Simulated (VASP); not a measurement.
# Cu2H3 (R-3m) in VASP: single point with PBE

Aim: the single point of Cu2H3 with PBE.

Everything below comes from runs of VASP 6.6.1. Logs are shortened: lines on timing, memory, paths and dates and some standing lists are left out, and cuts for length are marked.

### 1 The cell of the first run

Symmetry: R-3m, No. 166, trigonal system. Conventional cell: a = 2.614 Å, b = 2.614 Å, c = 22.459 Å, α = 90.00°, β = 90.00°, γ = 120.00°. Cu (site symmetry 3m) has 6 H at 1.73 to 1.98 Å within 2.3 Å. H (site symmetry -3m) has 6 Cu at 1.98 Å and 12 H at 2.61 Å within 2.7 Å. Within 2.3 Å of H (site symmetry 3m) lie 3 Cu at 1.73 Å.

### 2 Single point, PBE

Contents of INCAR:

```
  PREC = Accurate
  ENCUT = 520
  EDIFF = 1E-6
  ISMEAR = 0
  SIGMA = 0.1
  LREAL = False
  LASPH = True
  NELM = 100
  ALGO = Normal
  ISIF = 2
  LWAVE = False
  LCHARG = True
  GGA = PE
  LELF = True
  LVHAR = True
  NBANDS = 20
```

Contents of KPOINTS:

```
Automatic mesh
0
Gamma
  6 6 6
```

Contents of POSCAR:

```
Cu2H3
1.0
    1.3067637191      0.7544603850      7.4862685299
   -1.3067637191      0.7544603850      7.4862685299
    0.0000000000     -1.5089207700      7.4862685299
Cu H
2 3
Direct
    0.3903940350      0.3903940350      0.3903940350
    0.6096059650      0.6096059650      0.6096059650
    0.0000000000      0.0000000000      0.0000000000
    0.2382576280      0.2382576280      0.2382576280
    0.7617423720      0.7617423720      0.7617423720
```

Potentials or basis: VASP PAW PBE potentials, release 64 (Cu, H).

Run with:

```console
$ cat potpaw_PBE.64/Cu/POTCAR potpaw_PBE.64/H/POTCAR > POTCAR
$ mpirun -np 1 vasp_std > vasp.out
```

OUTCAR:

```text
PREC = Accurate
   ENCUT = 520
   EDIFF = 1E-6
   ISMEAR = 0
   LREAL = False
   LASPH = True
   NELM = 100
   ISIF = 2
   GGA = PE

 ion  position               nearest neighbor table
   1  0.390  0.390  0.390-   5 1.73   5 1.73   5 1.73
   2  0.610  0.610  0.610-   4 1.73   4 1.73   4 1.73
   3  0.000  0.000  0.000-
   4  0.238  0.238  0.238-   2 1.73   2 1.73   2 1.73
   5  0.762  0.762  0.762-   1 1.73   1 1.73   1 1.73

  LATTYP: Found a trigonal (rhomboedric) cell.
 ALAT       =     7.6368225324
 COS(alpha) =     0.9414403145

  Lattice vectors:

 A1 = (   1.3067637191,   0.7544603850,   7.4862685299)
 A2 = (  -1.3067637191,   0.7544603850,   7.4862685299)
 A3 = (   0.0000000000,  -1.5089207700,   7.4862685299)

Analysis of symmetry for initial positions (statically):
=====================================================================
 Subroutine PRICEL returns:
 Original cell was already a primitive cell.

 Routine SETGRP: Setting up the symmetry group for a
 trigonal (rhombohedral) supercell.

 Subroutine GETGRP returns: Found 12 space group operations
 (whereof 12 operations were pure point group operations)
 out of a pool of 12 trial point group operations.

The static configuration has the point symmetry D_3d.

Analysis of symmetry for dynamics (positions and initial velocities):
=====================================================================
 Subroutine PRICEL returns:
 Original cell was already a primitive cell.

 Routine SETGRP: Setting up the symmetry group for a
 trigonal (rhombohedral) supercell.

 Subroutine GETGRP returns: Found 12 space group operations
 (whereof 12 operations were pure point group operations)
 out of a pool of 12 trial point group operations.

The dynamic configuration has the point symmetry D_3d.

 Subroutine INISYM returns: Found 12 space group operations
 (whereof 12 operations are pure point group operations),
 and found     1 'primitive' translations

----------------------------------------------------------------------------------------

                                     Primitive cell

  volume of cell :      44.2843

  direct lattice vectors                    reciprocal lattice vectors
     1.306763719  0.754460385  7.486268530     0.382624642  0.220908440  0.044525965
    -1.306763719  0.754460385  7.486268530    -0.382624642  0.220908440  0.044525965
     0.000000000 -1.508920770  7.486268530     0.000000000 -0.441816880  0.044525965

  length of vectors
     7.636822532  7.636822532  7.636822532     0.444054858  0.444054858  0.444054858

  position of ions in fractional coordinates (direct lattice)
     0.390394035  0.390394035  0.390394035
     0.609605965  0.609605965  0.609605965
     0.000000000  0.000000000  0.000000000
     0.238257628  0.238257628  0.238257628
     0.761742372  0.761742372  0.761742372

  ion indices of the primitive-cell ions
   primitive index   ion index
                 1           1
                 2           2
                 3           3
                 4           4
                 5           5

----------------------------------------------------------------------------------------

 KPOINTS: Automatic mesh

Automatic generation of k-mesh.
 Grid dimensions read from file:
 generate k-points for:    6    6    6

 Generating k-lattice:

  Cartesian coordinates                     Fractional coordinates (reciprocal lattice)
     0.063770774  0.036818073  0.007420994     0.166666667  0.000000000 -0.000000000
    -0.063770774  0.036818073  0.007420994     0.000000000  0.166666667 -0.000000000
     0.000000000 -0.073636147  0.007420994    -0.000000000 -0.000000000  0.166666667

  Length of vectors
     0.074009143  0.074009143  0.074009143

  Shift w.r.t. Gamma in fractional coordinates (k-lattice)
     0.000000000  0.000000000  0.000000000

 Subroutine IBZKPT returns following result:
 ===========================================

 Found     32 irreducible k-points:

 Following reciprocal coordinates:
            Coordinates               Weight
  0.000000  0.000000  0.000000      1.000000
  0.166667 -0.000000 -0.000000      6.000000
  0.333333 -0.000000 -0.000000      6.000000
  0.500000 -0.000000 -0.000000      3.000000
  0.166667  0.166667 -0.000000      6.000000
  0.333333  0.166667 -0.000000     12.000000
[... 16 lines left out ...]
  0.500000  0.500000  0.166667      6.000000
 -0.333333  0.500000  0.166667     12.000000
 [... further k-points ...]
   k-points           NKPTS =     32   k-points in BZ     NKDIM =     32   number of bands    NBANDS=     20
   number of dos      NEDOS =    301   number of ions     NIONS =      5
   total plane-waves  NPLWV = 216000
   dimension x,y,z NGX =    60 NGY =   60 NGZ =   60
   dimension x,y,z NGXF=   120 NGYF=  120 NGZF=  120
   ions per type =               2   3
   NGX,Y,Z   is equivalent  to a cutoff of  13.06, 13.06, 13.06 a.u.
   NGXF,Y,Z  is equivalent  to a cutoff of  26.12, 26.12, 26.12 a.u.
 SYSTEM =  unknown system
   PREC   = accura    normal or accurate (medium, high low for compatibility)
   ISTART =      0    job   : 0-new  1-cont  2-samecut
   ICHARG =      2    charge: 1-file 2-atom 10-const
   ISPIN  =      1    spin polarized calculation?
   LNONCOLLINEAR =      F non collinear calculations
   LSORBIT =      F    spin-orbit coupling
   LASPH  =      T    aspherical Exc in radial PAW
   ENCUT  =  520.0 eV  38.22 Ry    6.18 a.u.  14.20 14.20 14.20*2*pi/ulx,y,z
   NELM   =    100;   NELMIN=  2; NELMDL= -5     # of ELM steps
   EDIFF  = 0.1E-05   stopping-criterion for ELM
   LREAL  =      F    real-space projection
   EDIFFG = 0.1E-04   stopping-criterion for IOM
   NSW    =      0    number of steps for IOM
   IBRION =     -1    ionic relax: 0-MD 1-quasi-New 2-CG
   NFREE  =      0    steps in history (QN), initial steepest desc. (CG)
   ISIF   =      2    stress and relaxation
   ISYM   =      2    0-nonsym 1-usesym 2-fastsym
   POTIM  = 0.5000    time-step for ionic-motion
   TEBEG  =    0.0;   TEEND  =   0.0 temperature during run
   PSTRESS=    0.0 pullay stress
   NELECT =      25.0000    total number of electrons
   NUPDOWN=      -1.0000    fix difference up-down
   EMIN   =  10.00;   EMAX   =-10.00  energy-range for DOS
   EFERMI =   0.00;   METHOD = LEGACY
   ISMEAR =     0;   SIGMA  =   0.10  broadening in eV -4-tet -1-fermi 0-gaus
   EFERMI_NEDOS =   21; number of points for ismear=-14 and -15
   IALGO  =     38    algorithm
   IMIX   =      4    mixing-type and parameters
     AMIX     =   0.40;   BMIX     =  1.00
     AMIX_MAG =   1.60;   BMIX_MAG =  1.00
  volume/ion in A,a.u.               =       8.86        59.77
  Fermi-wavevector in a.u.,A,eV,Ry     =   1.353022  2.556840 24.907749  1.830668
  Thomas-Fermi vector in A             =   2.480312
   LORBIT       =      0    0 simple, 1 ext, 2 COOP (PROOUT), +10 PAW based schemes
   GGA     = PE    functional components
   LHFCALC =     F    Hartree Fock is set to
   AEXX    =    0.0000 exact exchange contribution
   IVDW    =     0    specifies the selected vdW correction
   LEPSILON=     F    determine dielectric tensor
   LRPA    =     F    only Hartree local field effects (RPA)
 non-spin polarized calculation
 Gauss-broadening in eV      SIGMA  =   0.10
  energy-cutoff  :      520.00
  volume of cell :       44.28
 maximum number of plane-waves:      1211
 NGX is ok and might be reduce to    60
   NGX = 29   NGY = 29   NGZ = 29

 number of electron      24.9999992 magnetization

 Free energy of the ion-electron system (eV)
  ---------------------------------------------------
  ext. energy  EPLUGINS =         0.00000000
  ---------------------------------------------------
  free energy    TOTEN  =       -16.46356301 eV

  energy without entropy =      -16.45854823  energy(sigma->0) =      -16.46105562

 E-fermi :   3.6392     XC(G=0):  -9.9578

 val. band max:        3.4210492521   @ k =   0.5000   0.5000   0.1667
 cond. band min:       3.6865005410   @ k =  -0.1667   0.5000   0.1667
 fundamental gap:      0.2654512889
 Fermi energy:         3.6391710557

 k-point     1 :       0.0000    0.0000    0.0000
  band No.  band energies     occupation
      1      -7.7693      2.00000
      2      -5.3661      2.00000
      3      -2.7830      2.00000
      4      -0.3110      2.00000
      5      -0.1378      2.00000
      6      -0.1374      2.00000
[... 12 lines left out ...]
     19      21.5696      0.00000
     20      23.9521      0.00000

 k-point     2 :       0.1667   -0.0000   -0.0000
  band No.  band energies     occupation
      1      -6.9907      2.00000
      2      -4.6746      2.00000
      3      -2.7365      2.00000
      4      -0.3771      2.00000
      5      -0.3678      2.00000
      6      -0.1728      2.00000
[... 12 lines left out ...]
     19      19.7321      0.00000
     20      19.9576      0.00000

 k-point     3 :       0.3333   -0.0000   -0.0000
  band No.  band energies     occupation
      1      -4.9237      2.00000
      2      -3.2713      2.00000
      3      -2.5899      2.00000
      4      -0.7217      2.00000
      5      -0.5813      2.00000
      6      -0.1685      2.00000
[... 12 lines left out ...]
     19      16.7155      0.00000
     20      17.4433      0.00000

 k-point     4 :       0.5000   -0.0000   -0.0000
  band No.  band energies     occupation
      1      -3.5176      2.00000
      2      -2.7552      2.00000
      3      -2.0255      2.00000
      4      -1.0476      2.00000
      5      -0.7973      2.00000
      6       0.1067      2.00000
[... 12 lines left out ...]
     19      15.5861      0.00000
     20      16.3024      0.00000

 k-point     5 :       0.1667    0.1667   -0.0000
  band No.  band energies     occupation
      1      -6.9884      2.00000
      2      -4.6854      2.00000
      3      -2.7259      2.00000
      4      -0.3792      2.00000
      5      -0.3588      2.00000
      6      -0.1864      2.00000
[... 12 lines left out ...]
     19      19.7088      0.00000
     20      20.6462      0.00000

 k-point     6 :       0.3333    0.1667   -0.0000
  band No.  band energies     occupation
      1      -5.5433      2.00000
      2      -3.5740      2.00000
      3      -2.6756      2.00000
      4      -0.5170      2.00000
      5      -0.5080      2.00000
      6      -0.3662      2.00000
[... 12 lines left out ...]
     19      15.0930      0.00000
     20      16.7371      0.00000

 k-point     7 :       0.5000    0.1667    0.0000
  band No.  band energies     occupation
      1      -3.5120      2.00000
      2      -2.6820      2.00000
      3      -2.3906      2.00000
      4      -0.7040      2.00000
      5      -0.6722      2.00000
      6      -0.1133      2.00000
[... 12 lines left out ...]
     19      13.4533      0.00000
     20      14.9599      0.00000
[... 277 lines left out ...]
 k-point    20 :       0.5000    0.3333    0.1667
  band No.  band energies     occupation
      1      -5.5301      2.00000
      2      -3.6373      2.00000
      3      -2.6258      2.00000
      4      -0.5171      2.00000
      5      -0.5052      2.00000
      6      -0.3839      2.00000
[... 12 lines left out ...]
     19      15.2864      0.00000
     20      16.6848      0.00000

 k-point    21 :      -0.3333    0.3333    0.1667
  band No.  band energies     occupation
      1      -3.5126      2.00000
      2      -2.6619      2.00000
      3      -2.4108      2.00000
      4      -0.7104      2.00000
      5      -0.6650      2.00000
      6      -0.1126      2.00000
[... 12 lines left out ...]
     19      13.4067      0.00000
     20      14.6343      0.00000

 k-point    22 :      -0.1667    0.3333    0.1667
  band No.  band energies     occupation
      1      -3.5176      2.00000
      2      -2.6735      2.00000
      3      -2.3889      2.00000
      4      -0.7129      2.00000
      5      -0.6638      2.00000
      6      -0.1169      2.00000
[... 12 lines left out ...]
     19      13.4084      0.00000
     20      14.1015      0.00000

 k-point    23 :       0.5000    0.5000    0.1667
  band No.  band energies     occupation
      1      -4.9136      2.00000
      2      -3.2797      2.00000
      3      -2.6080      2.00000
      4      -0.7101      2.00000
      5      -0.5885      2.00000
      6      -0.1663      2.00000
[... 12 lines left out ...]
     19      16.6725      0.00000
     20      17.6325      0.00000

 k-point    24 :      -0.3333    0.5000    0.1667
  band No.  band energies     occupation
      1      -3.5157      2.00000
      2      -2.6459      2.00000
      3      -2.4218      2.00000
      4      -0.7162      2.00000
      5      -0.6590      2.00000
      6      -0.1139      2.00000
[... 12 lines left out ...]
     19      13.5016      0.00000
     20      14.2518      0.00000

 [... further k-points ...]

------------------------ aborting loop because EDIFF is reached ----------------------------------------

  FORCE on cell =-STRESS in cart. coord.  units (eV):
  Direction    XX          YY          ZZ          XY          YZ          ZX
  --------------------------------------------------------------------------------------
  -------------------------------------------------------------------------------------
  Total        0.1006319      0.1006319      0.0651367      0.0000000      0.0000000      0.0000000
  in kB        3.6407952      3.6407952      2.3566013      0.0000000      0.0000000      0.0000000
  external PRESSURE =       3.2127306 kB  Pullay stress =       0.0000000 kB

 VOLUME and BASIS-vectors are now :
 -----------------------------------------------------------------------------
  energy-cutoff  :      520.00
  volume of cell :       44.28
      direct lattice vectors                 reciprocal lattice vectors
     1.306763719  0.754460385  7.486268530     0.382624642  0.220908440  0.044525965
    -1.306763719  0.754460385  7.486268530    -0.382624642  0.220908440  0.044525965
     0.000000000 -1.508920770  7.486268530     0.000000000 -0.441816880  0.044525965

 POSITION                                       TOTAL-FORCE (eV/Angst)
 -----------------------------------------------------------------------------------
      0.00000      0.00000      8.76778         0.000000     -0.000000     -0.012966
      0.00000      0.00000     13.69102         0.000000      0.000000      0.012966
      0.00000      0.00000      0.00000         0.000000      0.000000     -0.000000
      0.00000      0.00000      5.35098         0.000000      0.000000     -0.018829
      0.00000      0.00000     17.10782         0.000000      0.000000      0.018829
 -----------------------------------------------------------------------------------
    total drift:                               -0.000000      0.000000     -0.000000

  FREE ENERGIE OF THE ION-ELECTRON SYSTEM (eV)
  ---------------------------------------------------
  free  energy   TOTEN  =       -16.4635630135 eV

  energy  without entropy=      -16.4585482311  energy(sigma->0) =      -16.46105562
```

Wall time 3.8 min (1 thread of Oxide Virtual Turin-like, shared host); peak memory 0.42 GiB.

Results:

```
Free energy            : -16.4636 eV
Pressure               : 0.3 GPa
Largest force          : 0.019 eV/Å
Band gap on the k mesh : zero (an odd number of electrons rules out a gap without spin polarisation)
```

Forces in eV/Å, atoms in the order of the input:
```
Cu   0.000  0.000 -0.013
Cu   0.000  0.000  0.013
H    0.000  0.000  0.000
H    0.000  0.000 -0.019
H    0.000  0.000  0.019
```

Caveat: the k points lie up to 0.47 Å⁻¹ apart, too coarse for converged energies and pressures of a metal; an odd number of electrons without spin polarisation forces a metal; a magnetic or distorted state may lie lower.

The gap in the log of VASP goes by the Fermi energy; the results here count the filled bands.